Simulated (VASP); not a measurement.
# FeO (Wuestite) (Fm-3m) in VASP: a series of runs, part 2 of 2

VASP 6.6.1. Earlier steps stand in the parts before.

## 4. Single point, PBE, collinear spin, ferromagnetic start

Input file INCAR:

```
PREC     = Accurate       # precision mode
ENCUT    = 600            # plane-wave cutoff, eV
EDIFF    = 1E-6           # SCF threshold, eV
ISMEAR   = 0              # smearing method
SIGMA    = 0.012          # smearing width, eV
LREAL    = F              # projectors in reciprocal space
LASPH    = T              # aspherical terms in the spheres
NELM     = 200            # most SCF steps
ALGO     = Normal         # electronic algorithm
ISIF     = 2              # what is computed and relaxed
LWAVE    = F              # write WAVECAR
LCHARG   = F              # write CHGCAR
ISPIN    = 2              # spin polarisation
MAGMOM   = 3 0            # initial moments
LORBIT   = 11             # projections on sites
LMAXMIX  = 4              # l up to which the mixer works
GGA      = PE             # functional
NBANDS   = 22             # bands
GGA_COMPAT= F
```

Input file KPOINTS:

```
Automatic mesh
0
Gamma
  11 11 11
```

Input file POSCAR:

```
FeO
1.0
    0.0000000000      2.1554000000      2.1554000000
    2.1554000000      0.0000000000      2.1554000000
    2.1554000000      2.1554000000      0.0000000000
Fe O
1 1
Direct
    0.0000000000      0.0000000000      0.0000000000
    0.5000000000      0.5000000000      0.5000000000
```

Potentials or basis: VASP PAW PBE potentials, release 64 (Fe_sv, O).

Command:

```bash
cat potpaw_PBE.64/Fe_sv/POTCAR potpaw_PBE.64/O/POTCAR > POTCAR
mpirun -np 1 vasp_std > vasp.out
```

OUTCAR:

```text
PREC = Accurate
   ENCUT = 600
   EDIFF = 1E-6
   ISMEAR = 0
   LREAL = F
   LASPH = T
   NELM = 200
   ISIF = 2
   ISPIN = 2
   LORBIT = 11
   GGA = PE

 ion  position               nearest neighbor table
   1  0.000  0.000  0.000-   2 2.16   2 2.16   2 2.16   2 2.16   2 2.16   2 2.16
   2  0.500  0.500  0.500-   1 2.16   1 2.16   1 2.16   1 2.16   1 2.16   1 2.16

  LATTYP: Found a face centered cubic cell.
 ALAT       =     4.3108000000

  Lattice vectors:

 A1 = (   0.0000000000,   2.1554000000,   2.1554000000)
 A2 = (   2.1554000000,   0.0000000000,   2.1554000000)
 A3 = (   2.1554000000,   2.1554000000,   0.0000000000)

Analysis of symmetry for initial positions (statically):
=====================================================================
 Subroutine PRICEL returns:
 Original cell was already a primitive cell.

 Routine SETGRP: Setting up the symmetry group for a
 face centered cubic supercell.

 Subroutine GETGRP returns: Found 48 space group operations
 (whereof 48 operations were pure point group operations)
 out of a pool of 48 trial point group operations.

The static configuration has the point symmetry O_h .

Analysis of symmetry for dynamics (positions and initial velocities):
=====================================================================
 Subroutine PRICEL returns:
 Original cell was already a primitive cell.

 Routine SETGRP: Setting up the symmetry group for a
 face centered cubic supercell.

 Subroutine GETGRP returns: Found 48 space group operations
 (whereof 48 operations were pure point group operations)
 out of a pool of 48 trial point group operations.

The dynamic configuration has the point symmetry O_h .

Analysis of structural, dynamic, and magnetic symmetry:
=====================================================================
 Subroutine PRICEL returns:
 Original cell was already a primitive cell.

 Routine SETGRP: Setting up the symmetry group for a
 face centered cubic supercell.

 Subroutine GETGRP returns: Found 48 space group operations
 (whereof 48 operations were pure point group operations)
 out of a pool of 48 trial point group operations.

The overall configuration has the point symmetry O_h .

 Subroutine INISYM returns: Found 48 space group operations
 (whereof 48 operations are pure point group operations),
 and found     1 'primitive' translations

----------------------------------------------------------------------------------------

                                     Primitive cell

  volume of cell :      20.0269

  direct lattice vectors                    reciprocal lattice vectors
     0.000000000  2.155400000  2.155400000    -0.231975503  0.231975503  0.231975503
     2.155400000  0.000000000  2.155400000     0.231975503 -0.231975503  0.231975503
     2.155400000  2.155400000  0.000000000     0.231975503  0.231975503 -0.231975503

  length of vectors
     3.048195912  3.048195912  3.048195912     0.401793358  0.401793358  0.401793358

  position of ions in fractional coordinates (direct lattice)
     0.000000000  0.000000000  0.000000000
     0.500000000  0.500000000  0.500000000

  ion indices of the primitive-cell ions
   primitive index   ion index
                 1           1
                 2           2

[... 61 lines left out ...]
 SYSTEM =  unknown system
   PREC   = accura    normal or accurate (medium, high low for compatibility)
   ISTART =      0    job   : 0-new  1-cont  2-samecut
   ICHARG =      2    charge: 1-file 2-atom 10-const
   ISPIN  =      2    spin polarized calculation?
   LNONCOLLINEAR =      F non collinear calculations
   LSORBIT =      F    spin-orbit coupling
   LASPH  =      T    aspherical Exc in radial PAW
   ENCUT  =  600.0 eV  44.10 Ry    6.64 a.u.   6.09  6.09  6.09*2*pi/ulx,y,z
   NELM   =    200;   NELMIN=  2; NELMDL= -5     # of ELM steps
   EDIFF  = 0.1E-05   stopping-criterion for ELM
   LREAL  =      F    real-space projection
   EDIFFG = 0.1E-04   stopping-criterion for IOM
   NSW    =      0    number of steps for IOM
   IBRION =     -1    ionic relax: 0-MD 1-quasi-New 2-CG
   NFREE  =      0    steps in history (QN), initial steepest desc. (CG)
   ISIF   =      2    stress and relaxation
   ISYM   =      2    0-nonsym 1-usesym 2-fastsym
   POTIM  = 0.5000    time-step for ionic-motion
   TEBEG  =    0.0;   TEEND  =   0.0 temperature during run
   PSTRESS=    0.0 pullay stress
   NELECT =      22.0000    total number of electrons
   NUPDOWN=      -1.0000    fix difference up-down
   EMIN   =  10.00;   EMAX   =-10.00  energy-range for DOS
   EFERMI =   0.00;   METHOD = LEGACY
   ISMEAR =     0;   SIGMA  =   0.01  broadening in eV -4-tet -1-fermi 0-gaus
   EFERMI_NEDOS =   21; number of points for ismear=-14 and -15
   IALGO  =     38    algorithm
   IMIX   =      4    mixing-type and parameters
     AMIX     =   0.40;   BMIX     =  1.00
     AMIX_MAG =   1.60;   BMIX_MAG =  1.00
  volume/ion in A,a.u.               =      10.01        67.57
  Fermi-wavevector in a.u.,A,eV,Ry     =   1.689187  3.192101 38.822242  2.853354
  Thomas-Fermi vector in A             =   2.771359
   LORBIT       =     11    0 simple, 1 ext, 2 COOP (PROOUT), +10 PAW based schemes
   GGA     = PE    functional components
   LHFCALC =     F    Hartree Fock is set to
   AEXX    =    0.0000 exact exchange contribution
   IVDW    =     0    specifies the selected vdW correction
   LEPSILON=     F    determine dielectric tensor
   LRPA    =     F    only Hartree local field effects (RPA)
 spin polarized calculation
 Gauss-broadening in eV      SIGMA  =   0.01
  energy-cutoff  :      600.00
  volume of cell :       20.03
 maximum number of plane-waves:       678
   NGX = 13   NGY = 13   NGZ = 13

 number of electron      22.0000013 magnetization       4.0002790

 Free energy of the ion-electron system (eV)
  ---------------------------------------------------
  ext. energy  EPLUGINS =         0.00000000
  ---------------------------------------------------
  free energy    TOTEN  =       -15.03288574 eV

  energy without entropy =      -15.03268803  energy(sigma->0) =      -15.03278688

 E-fermi :   9.8181     XC(G=0): -12.5281

 val. band max:        9.8152805772   @ k =  -0.3636   0.2727   0.0909
 cond. band min:       9.8266860142   @ k =   0.0000   0.0000   0.0000
 fundamental gap:      0.0114054370
 Fermi energy:         9.8181020718

 spin component 1

 k-point     1 :       0.0000    0.0000    0.0000
  band No.  band energies     occupation
      1     -80.1048      1.00000
      2     -46.1268      1.00000
      3     -46.1268      1.00000
      4     -46.1268      1.00000
      5     -10.9723      1.00000
      6       5.9389      1.00000
[... 589 lines left out ...]
     21      36.0926      0.00000
     22      37.8319      0.00000

 [... further k-points ...]

 spin component 2

 k-point     1 :       0.0000    0.0000    0.0000
  band No.  band energies     occupation
      1     -75.9410      1.00000
      2     -42.0565      1.00000
      3     -42.0565      1.00000
      4     -42.0565      1.00000
      5     -10.4484      1.00000
      6       6.4870      1.00000
[... 589 lines left out ...]
     21      36.8653      0.00000
     22      38.6053      0.00000

 [... further k-points ...]
[... 5 lines left out ...]
  --------------------------------------------------------------------------------------
  -------------------------------------------------------------------------------------
  Total       -0.3303002     -0.3303002     -0.3303002      0.0000000     -0.0000000     -0.0000000
  in kB      -26.4244431    -26.4244431    -26.4244431      0.0000000     -0.0000000     -0.0000000
  external PRESSURE =     -26.4244431 kB  Pullay stress =       0.0000000 kB

 VOLUME and BASIS-vectors are now :
 -----------------------------------------------------------------------------
  energy-cutoff  :      600.00
  volume of cell :       20.03
      direct lattice vectors                 reciprocal lattice vectors
     0.000000000  2.155400000  2.155400000    -0.231975503  0.231975503  0.231975503
     2.155400000  0.000000000  2.155400000     0.231975503 -0.231975503  0.231975503
     2.155400000  2.155400000  0.000000000     0.231975503  0.231975503 -0.231975503

 POSITION                                       TOTAL-FORCE (eV/Angst)
 -----------------------------------------------------------------------------------
      0.00000      0.00000      0.00000         0.000000      0.000000      0.000000
      2.15540      2.15540      2.15540        -0.000000     -0.000000     -0.000000
 -----------------------------------------------------------------------------------
    total drift:                                0.000000     -0.000000     -0.000000

  FREE ENERGIE OF THE ION-ELECTRON SYSTEM (eV)
  ---------------------------------------------------
  free  energy   TOTEN  =       -15.0328857385 eV

  energy  without entropy=      -15.0326880268  energy(sigma->0) =      -15.03278688

 total charge

# of ion       s       p       d       tot
------------------------------------------
    1        2.103   5.997   5.513  13.612
    2        1.552   3.441   0.000   4.993
--------------------------------------------------
tot          3.655   9.437   5.513  18.605

 magnetization (x)

# of ion       s       p       d       tot
------------------------------------------
    1        0.015   0.010   3.451   3.477
    2        0.030   0.266   0.000   0.296
--------------------------------------------------
tot          0.045   0.276   3.451   3.773
```

Run time: 29 s. Hardware: 1 thread of Intel Xeon Platinum 8375C at 2.90GHz (Ice Lake), shared host; peak memory 0.18 GiB.

Results:

| Property | Result |
| --- | --- |
| Free energy | -15.0329 eV |
| Pressure | -2.6 GPa |
| Band gap on the k mesh | zero (filled and empty bands overlap) |
| Net moment | 4.00 μB per cell |
| Site moments | Fe +3.48; O +0.30 μB |
| Valence electrons inside the program's atomic spheres | Fe 13.61; O 4.99 |

Levels at points of the mesh, in eV from the Fermi level:
Spin up:
| k point | band 9 | band 10 | band 11 | band 12 | band 13 | band 14 | band 15 | band 16 | band 17 | band 18 |
| --- | --- | --- | --- | --- | --- | --- | --- | --- | --- | --- |
| (0.00, 0.00, 0.00) | -3.88 | -3.88 | -3.88 | -3.68 | -3.68 | 0.01 | 15.24 | 16.94 | 16.94 | 16.94 |
Spin down:
| k point | band 5 | band 6 | band 7 | band 8 | band 9 | band 10 | band 11 | band 12 | band 13 | band 14 |
| --- | --- | --- | --- | --- | --- | --- | --- | --- | --- | --- |
| (0.00, 0.00, 0.00) | -20.27 | -3.33 | -3.33 | -3.33 | -0.74 | -0.74 | -0.74 | 0.22 | 0.22 | 0.80 |

Caveat: a cell with one magnetic atom can't hold antiferromagnetic order, which such compounds often take; semilocal functionals often make such compounds metallic where correlation or magnetic order opens a gap, which also shifts bond lengths.

## 5. The runs side by side

```csv
task,level,potentials or basis,cell,smearing,second run,gap on the mesh (eV),pressure (GPa),moment (μB)
relaxation of cell and atoms,PBEsol,"VASP PAW PBE potentials, release 64 (Fe, O)",relaxed to 10 GPa,fermi-dirac 0.05 eV,-,none,10.1,3.97
relaxation of cell and atoms,PBEsol,"VASP PAW PBE potentials, release 64 (Fe, O)",relaxed to 20 GPa,fermi-dirac 0.05 eV,-,none,20.0,3.84
single point,PBE,"VASP PAW PBE potentials, release 64 (Fe_sv, O)",as given,gaussian 0.012 eV,valence_matched,none,-2.6,4.00
```

Alike in all rows: spin collinear, ferromagnetic start; k mesh 11 × 11 × 11; cutoff (eV) 600.

Caveats: a cell with one magnetic atom can't hold antiferromagnetic order, which such compounds often take; semilocal functionals often make such compounds metallic where correlation or magnetic order opens a gap, which also shifts bond lengths; the cell is relaxed towards a set pressure, so the enthalpy falls and the energy may rise (some runs); the PAW data sets were made with another functional, which shifts forces and pressure a little (some runs).

Total energies depend on the potentials used, so only differences within one code and one set of settings carry meaning.

## 6. Against experiment

Step 4. Against the measured gap of FeO, 2.4 eV (optical; quoted in “W\"ustite: Electric, thermodynamic and optical properties of FeO”, 2012, arxiv:1203.1201), the calculated 0.00 eV is off by -2.40 eV. So large a miss can be the level of theory's own, or it may mean another phase, state or a wrong row. The value is that of PBE on a finite k mesh, which can miss the band edges, without temperature or zero-point motion. Semilocal functionals fall short of measured gaps as a rule. The run's magnetic order (collinear spin, ferromagnetic start) needn't be the measured crystal's.
